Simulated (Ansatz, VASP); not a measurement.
## BiTe: VASP beside Ansatz

INCAR

```
SYSTEM = BiTe
PREC     = Accurate       ! precision mode
ENCUT    = 500            ! plane-wave cutoff, eV
EDIFF    = 1E-6           ! SCF threshold, eV
ISMEAR   = 0              ! smearing method
SIGMA    = 0.05           ! smearing width, eV
LREAL    = .FALSE.        ! projectors in reciprocal space
LASPH    = .TRUE.         ! aspherical terms in the spheres
NELM     = 120            ! most SCF steps
ALGO     = Normal         ! electronic algorithm
ISIF     = 2              ! what is computed and relaxed
LWAVE    = .FALSE.        ! write WAVECAR
LCHARG   = .FALSE.        ! write CHGCAR
GGA      = PE             ! functional
NBANDS   = 18             ! bands
GGA_COMPAT= .FALSE.
```

KPOINTS

```
regular mesh
0
G
  10 10 8
  0 0 0
```

Contents of POSCAR:

```
BiTe
1.0
    4.1426838720      0.0110756300      0.0488442475
   -2.0617501591      3.5854005093     -0.0126104632
    0.0522664832      0.0145945323      4.4654879394
Bi Te
1 1
Direct
    0.0112710308     -0.0419013606     -0.0209046784
    0.6553956359      0.3752346940      0.5209046784
```

Input for Ansatz:

```yaml
crystal:
  lattice:
    - [4.142683872, 0.01107563, 0.0488442475]
    - [-2.0617501591, 3.5854005093, -0.0126104632]
    - [0.0522664832, 0.0145945323, 4.4654879394]
  atoms:
    - { symbol: Bi, position: [0.0112710308, -0.0419013606, -0.0209046784] }
    - { symbol: Te, position: [0.6553956359, 0.375234694, 0.5209046784] }
basis:
  ecutwfc: 420
  ecutrho_ratio: 4
kpoints:
  mp_grid: { grid: [10, 10, 8] }
hamiltonian:
  xc: pbe
scf:
  occupations: { method: gaussian, width: 0.05 }
output:
  forces: true
  stress: true
  eigenvalues: true
```

Change from the starting cell: all atoms moved at random (sigma 0.15 Å), cell strained at random (1 %).

Alike in both runs: task single point; functional PBE; k mesh 10 × 10 × 8; occupations gaussian, width 0.05 eV; no spin polarisation.

|  | VASP | Ansatz |
| --- | --- | --- |
| version | VASP 6.6.1 | Ansatz 0.2.0 |
| potentials or method | VASP PAW PBE potentials, release 64 (Bi_d, Te), cutoff 500 eV | scalar-relativistic, plane waves, PAW |
| valence electrons in the cell | 21 | 31 |

Ansatz gave:

- gap on the k mesh at the Fermi level (eV): none
- pressure (GPa): 1.8
- traceless stress, the component that is largest in VASP (GPa): -1.77
- rms of the force components (eV/Å): 0.328

Q: What did VASP give for the same quantities?

A: gap on the k mesh at the Fermi level (eV): none; pressure (GPa): 1.7; traceless stress, the component that is largest in VASP (GPa): -1.78; rms of the force components (eV/Å): 0.331.

Atom by atom the forces differ by 0.003 eV/Å (rms over components). A gap of «none» marks a metal or a gap that the smearing closes. With one functional, cell and mesh, what is left measures potentials, basis and numerics. VASP's potentials hold 21 valence electrons a cell and Ansatz's 31, so a difference there can come from the potentials and not from the codes.

Spin-orbit coupling is off throughout.
